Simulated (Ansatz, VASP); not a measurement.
Te2Mo: VASP beside Ansatz

Contents of INCAR:

```
SYSTEM = Te2Mo
ALGO = Normal
DIPOL = 0.5 0.5 0.500
EDIFF = 1E-6
EDIFFG = -0.01
ENCUT = 520
GGA = PE
IBRION = 2
IDIPOL = 3
ISIF = 2
ISMEAR = 0
IVDW = 12
LASPH = .TRUE.
LCHARG = .FALSE.
LDIPOL = .TRUE.
LREAL = .FALSE.
LWAVE = .FALSE.
NELM = 60
NSW = 60
PREC = Accurate
SIGMA = 0.02
```

KPOINTS

```
k-points
0
G
  12 12 1
  0 0 0
```

Contents of POSCAR:

```
Te2Mo
1.0
    3.3637365059      0.0000000000      0.0000000000
   -1.6818682530      2.9130812657      0.0000000000
    0.0000000000      0.0000000000     33.2702079551
Te Mo
2 1
Direct
    0.3333333333      0.6666666667      0.4453878238
    0.3333333333      0.6666666667      0.5546121762
    0.6666666667      0.3333333333      0.5000000000
```

Input for Ansatz:

```yaml
crystal:
  lattice:
    - [3.3637365059, 0.0, 0.0]
    - [-1.681868253, 2.9130812657, 0.0]
    - [0.0, 0.0, 33.2702079551]
  atoms:
    - { symbol: Te, position: [0.3333333333, 0.6666666667, 0.4453878238] }
    - { symbol: Mo, position: [0.6666666667, 0.3333333333, 0.5] }
    - { symbol: Te, position: [0.3333333333, 0.6666666667, 0.5546121762] }
  periodic: [true, true, false]
basis:
  ecutwfc: 420
kpoints:
  mp_grid: { grid: [12, 12, 1] }
  band_path:
    path:
      - [0, 0, 0]
      - [0.5, 0, 0]
      - [0.3333333333333, 0.3333333333333, 0]
      - [0, 0, 0]
    npoints: 8
hamiltonian:
  xc: pbe
  dispersion: d3bj
scf:
  occupations: { method: gaussian, width: 0.02 }
output:
  forces: true
  stress: true
  eigenvalues: true
relax:
  adjacent_minimum: "off"
  f_tol: 0.01
  max_steps: 40
```

Change from the starting cell: biaxial strain -0.040, atoms relaxed.

Alike in both runs: task relaxation of the atoms; functional PBE; dispersion D3(BJ); k mesh 12 × 12 × 1; occupations gaussian, width 0.02 eV; no spin polarisation.

|  | VASP | Ansatz |
| --- | --- | --- |
| version | VASP 6.6.1 | Ansatz 0.2.0 |
| potentials or method | VASP PAW PBE potentials, release 64 (Te, Mo_sv), cutoff 520 eV | scalar-relativistic, plane waves, PAW |
| valence electrons in the cell | 26 | 46 |

```tsv
	VASP	Ansatz	Ansatz less VASP
gap on the k mesh at the Fermi level, each at its own relaxed structure (eV)	0.93	0.93	+0.003
```

VASP's potentials hold 26 valence electrons a cell and Ansatz's 46, so a difference there can come from the potentials and not from the codes. Ansatz's warnings: stress scf threshold loose.

Neither program's run includes spin-orbit coupling.
